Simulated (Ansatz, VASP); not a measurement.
# Co in VASP and in Ansatz

```
Co
1.0
     2.45398    0.00000    0.00000
    -1.22699    2.12521    0.00000
     0.00000    0.00000    8.03395
Co
4
Direct
  0.66667 0.33333 0.75000
  0.00000 0.00000 0.50000
  0.33333 0.66667 0.25000
  0.00000 0.00000 0.00000
```

Change from the starting cell: volume scaled by 0.98.

Alike in both runs: task single point; functional LDA; k mesh 12 × 12 × 4; occupations fermi-dirac, width 0.05 eV; collinear spin.

|  | VASP | Ansatz |
| --- | --- | --- |
| version | VASP 6.6.1 | Ansatz 0.2.0 |
| potentials or method | VASP PAW LDA potentials, release 64 (Co), cutoff 520 eV | all-electron LAPW, scalar-relativistic |

|  | VASP | Ansatz | Ansatz less VASP |
| --- | --- | --- | --- |
| gap on the k mesh at the Fermi level (eV) | none | none | - |
| pressure (GPa) | -11.8 | -10.8 | +0.98 |
| traceless stress, the component that is largest in VASP (GPa) | -2.09 | -2.36 | -0.278 |
| net moment per atom (μB) | 1.52 | 1.56 | +0.037 |
| size of the moment on the site where the two differ most (μB) | 1.51 | 1.59 | +0.075 |

LDA's correlation is that of Perdew and Zunger in VASP and of Perdew and Wang (1992) in Ansatz. Site moments also hang on the region over which each program counts them. A gap of «none» marks a metal or a gap that the smearing closes. Ansatz ran all-electron here, and VASP with PAW potentials.
